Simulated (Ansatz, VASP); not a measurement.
One calculation of MnNb, two programs

File INCAR:

```
SYSTEM = MnNb
PREC     = Accurate       ! precision mode
ENCUT    = 600            ! plane-wave cutoff, eV
EDIFF    = 1E-6           ! SCF threshold, eV
ISMEAR   = 0              ! smearing method
SIGMA    = 0.1            ! smearing width, eV
LREAL    = .False.        ! projectors in reciprocal space
LASPH    = .True.         ! aspherical terms in the spheres
NELM     = 100            ! most SCF steps
ALGO     = Normal         ! electronic algorithm
ISIF     = 3              ! what is computed and relaxed
LWAVE    = .False.        ! write WAVECAR
LCHARG   = .False.        ! write CHGCAR
GGA      = PE             ! functional
IBRION   = 2              ! ionic algorithm
NSW      = 90             ! ionic steps
EDIFFG   = -0.04          ! ionic threshold
```

The input KPOINTS:

```
Automatic mesh
0
Gamma
  6 6 6
  0 0 0
```

File POSCAR:

```
MnNb
1.0
    0.0000000000      2.5268444724      2.5268444724
    2.5268444724      0.0000000000      2.5268444724
    2.5268444724      2.5268444724      0.0000000000
Mn Nb
1 1
Direct
    0.0000000000      0.0000000000      0.0000000000
    0.7500000000      0.7500000000      0.7500000000
```

Input for Ansatz:

```yaml
crystal:
  lattice:
    - [0.0, 2.5268444724, 2.5268444724]
    - [2.5268444724, 0.0, 2.5268444724]
    - [2.5268444724, 2.5268444724, 0.0]
  atoms:
    - { symbol: Mn, position: [0.0, 0.0, 0.0] }
    - { symbol: Nb, position: [0.75, 0.75, 0.75] }
basis:
  ecutwfc: 420
kpoints:
  mp_grid: { grid: [6, 6, 6] }
hamiltonian:
  xc: pbe
scf:
  occupations: { method: gaussian, width: 0.1 }
  lower_state_search: "off"
output:
  forces: true
  stress: true
  eigenvalues: true
relax:
  adjacent_minimum: "off"
  f_tol: 0.04
  max_steps: 70
  cell: { stress_tol: 0.4 }
```

Alike in both runs: task relaxation of cell and atoms; functional PBE; k mesh 6 × 6 × 6; occupations gaussian, width 0.1 eV; no spin polarisation.

|  | VASP | Ansatz |
| --- | --- | --- |
| version | VASP 6.6.1 | Ansatz 0.2.0 |
| potentials or method | VASP PAW PBE potentials, release 64 (Mn_pv, Nb_sv), cutoff 600 eV | scalar-relativistic, plane waves, PAW |
| valence electrons in the cell | 26 | 28 |

Ansatz gave:

| Item | Value |
| --- | --- |
| gap on the k mesh at the Fermi level, each at its own relaxed structure (eV) | none |
| relaxed volume (Å³/atom) | 20.04 |
| relaxed cell length with the largest relative difference (Å) | 3.841 |

**Question.** Estimate VASP's values.

**Answer.** gap on the k mesh at the Fermi level, each at its own relaxed structure (eV): none; relaxed volume (Å³/atom): 20.09; relaxed cell length with the largest relative difference (Å): 3.845.

A gap of «none» marks a metal or a gap that the smearing closes. VASP's potentials hold 26 valence electrons a cell and Ansatz's 28, so a difference there can come from the potentials and not from the codes.

Noted on VASP's run: the volume moved by over 15 % at a fixed basis, so the end points are rough.
